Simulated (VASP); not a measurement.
Input of a VASP 6.6.1 run:

The input POSCAR:

```
Cs3Sc2Br9
1.0
    7.7545791944      0.0000000000      0.0000000000
   -3.8772895972      6.7156625780      0.0000000000
    0.0000000000      0.0000000000     19.4394394995
Cs Sc Br
6 4 18
Direct
    0.6666666667      0.3333333333      0.5747769200
    0.3333333333      0.6666666667      0.4252230800
    0.3333333333      0.6666666667      0.0747769200
    0.6666666667      0.3333333333      0.9252230800
    0.0000000000      0.0000000000      0.7500000000
    0.0000000000      0.0000000000      0.2500000000
    0.6666666667      0.3333333333      0.1556993600
    0.3333333333      0.6666666667      0.8443006400
    0.3333333333      0.6666666667      0.6556993600
    0.6666666667      0.3333333333      0.3443006400
    0.3397459800      0.1698729900      0.0880813700
    0.6602540200      0.8301270100      0.9119186300
    0.8301270100      0.1698729900      0.0880813700
    0.6602540200      0.8301270100      0.5880813700
    0.1698729900      0.8301270100      0.9119186300
    0.3397459800      0.1698729900      0.4119186300
    0.8301270100      0.6602540200      0.0880813700
    0.1698729900      0.8301270100      0.5880813700
    0.1698729900      0.3397459800      0.9119186300
    0.8301270100      0.1698729900      0.4119186300
    0.1698729900      0.3397459800      0.5880813700
    0.8301270100      0.6602540200      0.4119186300
    0.0220491900      0.5110245950      0.7500000000
    0.9779508100      0.4889754050      0.2500000000
    0.4889754050      0.5110245950      0.7500000000
    0.5110245950      0.4889754050      0.2500000000
    0.4889754050      0.9779508100      0.7500000000
    0.5110245950      0.0220491900      0.2500000000
```

File INCAR.step1:

```
PREC = Accurate ; ENCUT = 520
ISMEAR = -1 ; SIGMA = 0.02
LREAL = Auto ; LASPH = True
NELM = 80 ; NBANDS = 132
GGA = PE ; ALGO = Normal
EDIFF = 1E-4 ; LWAVE = True
LCHARG = False ; LUSENCCL = False
```

File INCAR.step2:

```
PREC = Accurate ; ENCUT = 520
EDIFF = 1E-8 ; ISMEAR = -1
SIGMA = 0.02 ; LREAL = Auto
LASPH = True ; NELM = 80
ALGO = Normal ; ISIF = 2
LWAVE = False ; LCHARG = False
METAGGA = R2SCAN ; LMIXTAU = True
LEFG = True ; NBANDS = 132
ISTART = 1 ; LUSENCCL = False
```

Contents of KPOINTS:

```
Automatic mesh
0
Gamma
  4 4 2
```

Potentials or basis: VASP PAW PBE potentials, release 64 (Cs_sv, Sc_sv, Br).

Command:

```console
$ cat potpaw_PBE.64/Cs_sv/POTCAR potpaw_PBE.64/Sc_sv/POTCAR potpaw_PBE.64/Br/POTCAR > POTCAR
$ cp INCAR.step1 INCAR
$ mpirun -np 1 vasp_std > vasp.out
$ cp INCAR.step2 INCAR
$ mpirun -np 1 vasp_std > vasp.out
```

Task: Predict the pressure.

Result: 0.0 GPa.

Task: Predict the largest force.

Result: 0.010 eV/Å.

Electric field gradients, principal values (V/Å²):
```csv
atom,least,middle,greatest (by size)
1 Cs,-12.228,-12.230,24.459
2 Cs,-12.228,-12.230,24.459
3 Cs,-12.228,-12.230,24.459
4 Cs,-12.228,-12.230,24.459
5 Cs,6.713,6.714,-13.427
6 Cs,6.713,6.714,-13.427
7 Sc,-2.722,-2.724,5.446
8 Sc,-2.722,-2.724,5.446
9 Sc,-2.722,-2.724,5.446
10 Sc,-2.722,-2.724,5.446
11 Br,-38.921,-40.874,79.795
12 Br,-38.921,-40.874,79.795
13 Br,-38.921,-40.874,79.795
14 Br,-38.921,-40.874,79.795
15 Br,-38.921,-40.874,79.795
16 Br,-38.921,-40.874,79.795
17 Br,-38.921,-40.874,79.795
18 Br,-38.921,-40.874,79.795
19 Br,-38.921,-40.874,79.795
20 Br,-38.921,-40.874,79.795
21 Br,-38.921,-40.874,79.795
22 Br,-38.921,-40.874,79.795
23 Br,36.880,80.171,-117.051
24 Br,36.880,80.171,-117.051
25 Br,36.880,80.171,-117.052
26 Br,36.880,80.171,-117.052
27 Br,36.880,80.171,-117.051
28 Br,36.880,80.171,-117.051
```

Caveat: without QUAD_EFG the Cq values of the log hold for a quadrupole moment of 1 mb, not for the nuclei; the PAW data sets were made with another functional, which shifts forces and pressure a little.
